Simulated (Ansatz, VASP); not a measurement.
One calculation of C, two programs

INCAR

```
ALGO = Normal
EDIFF = 1E-6
ENCUT = 520
GGA = PE
ISIF = 2
ISMEAR = 0
LASPH = T
LCHARG = F
LREAL = F
LWAVE = F
NBANDS = 11
NELM = 60
PREC = Accurate
SIGMA = 0.05
```

KPOINTS

```
k-points
0
Gamma
  12 12 12
```

Contents of POSCAR:

```
C
1.0
    0.0000000000      1.7153931768      1.8891625056
    1.7153931768      0.0000000000      1.8891625056
    1.7153931768      1.7153931768      0.0000000000
C
2
Direct
    0.5000000000      0.5000000000      0.5000000000
    0.7500000000      0.7500000000      0.7500000000
```

Input for Ansatz:

```yaml
crystal:
  lattice:
    - [0.0, 1.7153931768, 1.8891625056]
    - [1.7153931768, 0.0, 1.8891625056]
    - [1.7153931768, 1.7153931768, 0.0]
  atoms:
    - { symbol: C, position: [0.5, 0.5, 0.5] }
    - { symbol: C, position: [0.75, 0.75, 0.75] }
basis:
  ecutwfc: 520.0
kpoints:
  mp_grid: { grid: [12, 12, 12] }
hamiltonian:
  xc: pbe
  pseudopotentials: { kind: paw, azcp: { folder: soft_1 } }
scf:
  occupations: { method: gaussian, width: 0.05 }
output:
  forces: true
  stress: true
  eigenvalues: true
  write_density: true
  write_potential: true
  elf: true
  volumetric_format: npy
```

Alike in both runs: task single point; functional PBE; k mesh 12 × 12 × 12; occupations gaussian, width 0.05 eV; no spin polarisation.

|  | VASP | Ansatz |
| --- | --- | --- |
| version | VASP 6.6.1 | Ansatz 0.2.0 |
| potentials or method | VASP PAW PBE potentials, release 64 (C), cutoff 520 eV | scalar-relativistic, plane waves, PAW |
| valence electrons in the cell | 8 | 8 |

```tsv
	VASP	Ansatz	Ansatz less VASP
gap on the k mesh at the Fermi level (eV)	2.98	2.98	+0.009
least direct gap on the mesh (eV)	4.79	4.79	+0.004
pressure (GPa)	11.9	11.2	-0.69
traceless stress, the component that is largest in VASP (GPa)	-66.99	-67.01	-0.016
```
